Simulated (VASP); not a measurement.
Crystal: CdSe.

```
Cd Se
1.0
     4.60224    0.00000    0.00000
    -2.30112    3.98566    0.00000
     0.00000    0.00000    6.00162
Cd Se
2 2
Direct
  0.33333 0.66667 0.25000
  0.66667 0.33333 0.75000
  0.66667 0.33333 0.25000
  0.33333 0.66667 0.75000
```

Base run:

```yaml
Program: VASP 6.6.1
Functional: PBE
Potentials_or_basis: VASP PAW PBE potentials, release 64 (Cd, Se)
Cutoff: 500 eV
k_mesh: 6 × 6 × 4
Occupations: methfessel-paxton, width 0.2 eV
Spin: no spin polarisation
```

Its results: band gap on the k mesh 0.23 eV, indirect (least direct gap 0.43 eV); pressure 1.7 GPa.

Q: The run is repeated on the same cell with these changes: k mesh from 6 × 6 × 4 to 8 × 8 × 1; occupations from methfessel-paxton, width 0.2 eV to gaussian, width 0.01 eV. What comes out?

A: Band gap on the k mesh 0.43 eV, direct; pressure -1.2 GPa.

Caveats: some runs use coarse meshes.

A k mesh can miss the band edges.
